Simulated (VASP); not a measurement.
# Ag (Fm-3m) in VASP: notebook

Ag is run at these levels: PBEsol; tasks: single point.

Everything below comes from runs of VASP 6.6.1. Logs are shortened: lines on timing, memory, paths and dates and some standing lists are left out, and cuts for length are marked.

**1. The cell of the first run**

Symmetry: Fm-3m, No. 225, cubic system. The conventional cell has a = 3.872 Å, b = 3.872 Å, c = 3.872 Å, α = 90.00°, β = 90.00°, γ = 90.00°. Ag (site symmetry m-3m) has 12 Ag at 2.74 Å within 3.6 Å.

**2. Single point, PBEsol (equal strain along all axes, cell held: -4.5 %)**

File INCAR:

```
ALGO = Fast
EDIFF = 1E-6
ENCUT = 520
GGA = PS
ISIF = 2
ISMEAR = 0
LASPH = T
LCHARG = T
LELF = T
LREAL = F
LVHAR = T
LWAVE = F
NBANDS = 18
NELM = 100
PREC = Accurate
SIGMA = 0.1
```

File KPOINTS:

```
k-points
0
Gamma
  18 18 14
```

File POSCAR:

```
Ag
1.0
    1.9359932582      1.9359932582      0.0000000000
   -1.9359932582      1.9359932582      0.0000000000
    0.0000000000      0.0000000000      3.8719865165
Ag
2
Direct
    0.0000000000      0.0000000000      0.0000000000
    0.5000000000      0.5000000000      0.5000000000
```

Potentials or basis: VASP PAW PBE potentials, release 64 (Ag).

Run with:

```console
> cat potpaw_PBE.64/Ag/POTCAR > POTCAR
> mpirun -np 1 vasp_std > vasp.out
```

OUTCAR:

```text
EDIFF = 1E-6
   ENCUT = 520
   GGA = PS
   ISIF = 2
   ISMEAR = 0
   LASPH = T
   LREAL = F
   NELM = 100
   PREC = Accurate

 ion  position               nearest neighbor table
   1  0.000  0.000  0.000-   2 2.74   2 2.74   2 2.74   2 2.74   2 2.74   2 2.74   2 2.74   2 2.74

   2  0.500  0.500  0.500-   1 2.74   1 2.74   1 2.74   1 2.74   1 2.74   1 2.74   1 2.74   1 2.74

  LATTYP: Found a simple tetragonal cell.
 ALAT       =     2.7379079224
 C/A-ratio  =     1.4142135624

  Lattice vectors:

 A1 = (   1.9359932582,   1.9359932582,   0.0000000000)
 A2 = (  -1.9359932582,   1.9359932582,   0.0000000000)
 A3 = (   0.0000000000,   0.0000000000,   3.8719865165)

Analysis of symmetry for initial positions (statically):
=====================================================================
 Subroutine PRICEL returns following result:

  LATTYP: Found a face centered cubic cell.
 ALAT       =     3.8719865165

  Lattice vectors:

 A1 = (   0.0000000000,  -1.9359932582,  -1.9359932583)
 A2 = (   1.9359932582,   0.0000000000,  -1.9359932582)
 A3 = (   1.9359932582,  -1.9359932582,  -0.0000000000)

   2 primitive cells build up your supercell.

 Routine SETGRP: Setting up the symmetry group for a
 simple tetragonal supercell.

 Subroutine GETGRP returns: Found 16 space group operations
 (whereof 16 operations were pure point group operations)
 out of a pool of 16 trial point group operations.

The static configuration has the point symmetry D_4h.

Analysis of symmetry for dynamics (positions and initial velocities):
=====================================================================
 Subroutine PRICEL returns following result:

  LATTYP: Found a face centered cubic cell.
 ALAT       =     3.8719865165

  Lattice vectors:

 A1 = (   0.0000000000,  -1.9359932582,  -1.9359932583)
 A2 = (   1.9359932582,   0.0000000000,  -1.9359932582)
 A3 = (   1.9359932582,  -1.9359932582,  -0.0000000000)

   2 primitive cells build up your supercell.

 Routine SETGRP: Setting up the symmetry group for a
 simple tetragonal supercell.

 Subroutine GETGRP returns: Found 16 space group operations
 (whereof 16 operations were pure point group operations)
 out of a pool of 16 trial point group operations.

The dynamic configuration has the point symmetry D_4h.
[... 85 lines left out ...]
   NGX,Y,Z   is equivalent  to a cutoff of  12.14, 12.14, 12.88 a.u.
   NGXF,Y,Z  is equivalent  to a cutoff of  24.29, 24.29, 25.76 a.u.
 SYSTEM =  unknown system
   PREC   = accura    normal or accurate (medium, high low for compatibility)
   ISTART =      0    job   : 0-new  1-cont  2-samecut
   ICHARG =      2    charge: 1-file 2-atom 10-const
   ISPIN  =      1    spin polarized calculation?
   LNONCOLLINEAR =      F non collinear calculations
   LSORBIT =      F    spin-orbit coupling
   LASPH  =      T    aspherical Exc in radial PAW
   ENCUT  =  520.0 eV  38.22 Ry    6.18 a.u.   5.09  5.09  7.20*2*pi/ulx,y,z
   NELM   =    100;   NELMIN=  2; NELMDL= -5     # of ELM steps
   EDIFF  = 0.1E-05   stopping-criterion for ELM
   LREAL  =      F    real-space projection
   EDIFFG = 0.1E-04   stopping-criterion for IOM
   NSW    =      0    number of steps for IOM
   IBRION =     -1    ionic relax: 0-MD 1-quasi-New 2-CG
   NFREE  =      0    steps in history (QN), initial steepest desc. (CG)
   ISIF   =      2    stress and relaxation
   ISYM   =      2    0-nonsym 1-usesym 2-fastsym
   POTIM  = 0.5000    time-step for ionic-motion
   TEBEG  =    0.0;   TEEND  =   0.0 temperature during run
   PSTRESS=    0.0 pullay stress
   NELECT =      22.0000    total number of electrons
   NUPDOWN=      -1.0000    fix difference up-down
   EMIN   =  10.00;   EMAX   =-10.00  energy-range for DOS
   EFERMI =   0.00;   METHOD = LEGACY
   ISMEAR =     0;   SIGMA  =   0.10  broadening in eV -4-tet -1-fermi 0-gaus
   EFERMI_NEDOS =   21; number of points for ismear=-14 and -15
   IALGO  =     68    algorithm
   IMIX   =      4    mixing-type and parameters
     AMIX     =   0.40;   BMIX     =  1.00
     AMIX_MAG =   1.60;   BMIX_MAG =  1.00
  volume/ion in A,a.u.               =      14.51        97.94
  Fermi-wavevector in a.u.,A,eV,Ry     =   1.492652  2.820703 30.313914  2.228010
  Thomas-Fermi vector in A             =   2.605153
   LORBIT       =      0    0 simple, 1 ext, 2 COOP (PROOUT), +10 PAW based schemes
   GGA     = PS    functional components
   LHFCALC =     F    Hartree Fock is set to
   AEXX    =    0.0000 exact exchange contribution
   IVDW    =     0    specifies the selected vdW correction
   LEPSILON=     F    determine dielectric tensor
   LRPA    =     F    only Hartree local field effects (RPA)
 non-spin polarized calculation
 RMM-DIIS sequential band-by-band and
 Gauss-broadening in eV      SIGMA  =   0.10
  energy-cutoff  :      520.00
  volume of cell :       29.02
 maximum number of plane-waves:       798
   NGX = 11   NGY = 11   NGZ = 15

 number of electron      22.0000008 magnetization

 Free energy of the ion-electron system (eV)
  ---------------------------------------------------
  ext. energy  EPLUGINS =         0.00000000
  ---------------------------------------------------
  free energy    TOTEN  =        -6.34897456 eV

  energy without entropy =       -6.34657629  energy(sigma->0) =       -6.34777543

 E-fermi :  10.7753     XC(G=0): -13.4008

 val. band max:       10.7744160208   @ k =   0.5000   0.1667   0.1429
 cond. band min:      10.7962293619   @ k =   0.5000   0.1111   0.5000
 fundamental gap:      0.0218133410
 Fermi energy:        10.7753415979

 k-point     1 :       0.0000    0.0000    0.0000
  band No.  band energies     occupation
      1       1.5812      2.00000
      2       3.0549      2.00000
      3       3.2660      2.00000
      4       5.2476      2.00000
      5       5.2476      2.00000
      6       5.2499      2.00000
[... 481 lines left out ...]
      5       5.1596      2.00000
      6       5.4464      2.00000
[... 10 lines left out ...]
     17      25.2507      0.00000
     18      29.3684      0.00000

 [... further k-points ...]
[... 5 lines left out ...]
  --------------------------------------------------------------------------------------
  -------------------------------------------------------------------------------------
  Total        4.3456927      4.3456927      4.2214192      0.0000000      0.0000000      0.0000000
  in kB      239.8822331    239.8822331    233.0223376      0.0000000      0.0000000      0.0000000
  external PRESSURE =     237.5956012 kB  Pullay stress =       0.0000000 kB

 VOLUME and BASIS-vectors are now :
 -----------------------------------------------------------------------------
  energy-cutoff  :      520.00
  volume of cell :       29.02
      direct lattice vectors                 reciprocal lattice vectors
     1.935993258  1.935993258  0.000000000     0.258265362  0.258265362  0.000000000
    -1.935993258  1.935993258  0.000000000    -0.258265362  0.258265362  0.000000000
     0.000000000  0.000000000  3.871986516     0.000000000  0.000000000  0.258265362

 POSITION                                       TOTAL-FORCE (eV/Angst)
 -----------------------------------------------------------------------------------
      0.00000      0.00000      0.00000         0.000000      0.000000      0.000000
      0.00000      1.93599      1.93599        -0.000000     -0.000000      0.000000
 -----------------------------------------------------------------------------------
    total drift:                               -0.000000      0.000000      0.000000

  FREE ENERGIE OF THE ION-ELECTRON SYSTEM (eV)
  ---------------------------------------------------
  free  energy   TOTEN  =        -6.3489745641 eV

  energy  without entropy=       -6.3465762862  energy(sigma->0) =       -6.34777543
```

OSZICAR:

```text
N       E                     dE             d eps       ncg     rms          rms(c)
DAV:   1     0.130389426848E+03    0.13039E+03   -0.11627E+04 15992   0.123E+03
DAV:   2    -0.487211079367E+01   -0.13526E+03   -0.12926E+03 16548   0.281E+02
DAV:   3    -0.712902397478E+01   -0.22569E+01   -0.22489E+01 18192   0.407E+01
DAV:   4    -0.713645457489E+01   -0.74306E-02   -0.74300E-02 17238   0.229E+00
DAV:   5    -0.713651471984E+01   -0.60145E-04   -0.60145E-04 17340   0.212E-01    0.122E+01
RMM:   6    -0.640176573800E+01    0.73475E+00   -0.13865E+00 15895   0.980E+00    0.689E+00
RMM:   7    -0.635898482755E+01    0.42781E-01   -0.53348E-02 16689   0.225E+00    0.334E+00
RMM:   8    -0.634897488317E+01    0.10010E-01   -0.67483E-03 16880   0.771E-01    0.336E-01
RMM:   9    -0.634898414340E+01   -0.92602E-05   -0.73026E-04 18047   0.233E-01    0.136E-01
RMM:  10    -0.634897978817E+01    0.43552E-05   -0.12105E-04 17697   0.873E-02    0.101E-01
RMM:  11    -0.634897564562E+01    0.41425E-05   -0.29282E-05 16773   0.315E-02    0.257E-02
RMM:  12    -0.634897481514E+01    0.83048E-06   -0.13479E-05 17068   0.285E-02    0.677E-03
RMM:  13    -0.634897456413E+01    0.25100E-06   -0.17943E-06 11730   0.850E-03
   1 F= -.63489746E+01 E0= -.63477754E+01  d E =-.239828E-02
```

stdout:

```text
POSCAR found type information on POSCAR Ag
 POSCAR found :  1 types and       2 ions
 scaLAPACK will be used
 -----------------------------------------------------------------------------
|                                                                             |
|                                                                             |
|     You enforced a specific xc type in the INCAR file but a different       |
|     I HOPE YOU KNOW WHAT YOU ARE DOING!                                     |
|                                                                             |
 -----------------------------------------------------------------------------

 LDA part: xc-table for (Slater+PW92), standard interpolation
 POSCAR, INCAR and KPOINTS ok, starting setup
 FFT: planning ... GRIDC
 FFT: planning ... GRID_SOFT
 FFT: planning ... GRID
 WAVECAR not read
 entering main loop
```

Run time: 3.8 min. Hardware: 1 thread of Intel Xeon 8259CL, shared host; peak memory 0.29 GiB.

What came out:

- Free energy: -6.3490 eV
- Pressure: 23.8 GPa
- Band gap on the k mesh: zero (bands 11 and 12 overlap by 10.17 eV)

Caveat: the cell differs from its parent crystal (equal strain along all axes, cell held: -4.5 %); the cell stands under pressure; the PAW data sets were made with another functional, which shifts forces and pressure a little.

(Continued in part 2 of 2.)
